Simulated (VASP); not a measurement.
Input of a VASP 6.6.1 run:

Contents of INCAR:

```
SYSTEM = PbF2
  ALGO = Normal
  EDIFF = 1E-6
  ENCUT = 520
  GGA = PE
  ISIF = 2
  ISMEAR = 0
  IVDW = 12
  LASPH = .True.
  LCHARG = .False.
  LREAL = .False.
  LWAVE = .False.
  NBANDS = 21
  NELM = 60
  PREC = Accurate
  SIGMA = 0.05
```

The input KPOINTS:

```
k-points
0
Gamma
  8 8 8
  0 0 0
```

Contents of POSCAR:

```
PbF2
1.0
    0.0000000000      2.9698500000      2.9698500000
    2.9698500000      0.0000000000      2.9698500000
    2.9698500000      2.9698500000      0.0000000000
Pb F
1 2
Direct
    0.0168358671     -0.0168358671     -0.0168358671
    0.2500000000      0.2500000000      0.2500000000
    0.7500000000      0.7500000000      0.7500000000
```

Potentials or basis: VASP PAW PBE potentials, release 64 (Pb_d, F).

The run is started by

```console
$ cat potpaw_PBE.64/Pb_d/POTCAR potpaw_PBE.64/F/POTCAR > POTCAR
$ mpirun -np 1 vasp_std > vasp.out
```

What does it give for the largest force?

0.161 eV/Å.

Predict the band gap on the k mesh.

4.41 eV (least direct gap 4.57 eV).

Predict the pressure.

0.9 GPa.

Predict the dispersion energy per atom.

-0.153 eV.

Forces in eV/Å, atoms in the order of the input:
```
Pb   0.161  0.000  0.000
F   -0.081  0.000  0.000
F   -0.081  0.000  0.000
```

Caveat: the cell differs from its parent crystal (atom 1 (Pb) moved by (-0.100, +0.000) A along x and y); spin-orbit coupling is left out, which moves the levels of the heavy elements. A k mesh can miss the band edges.
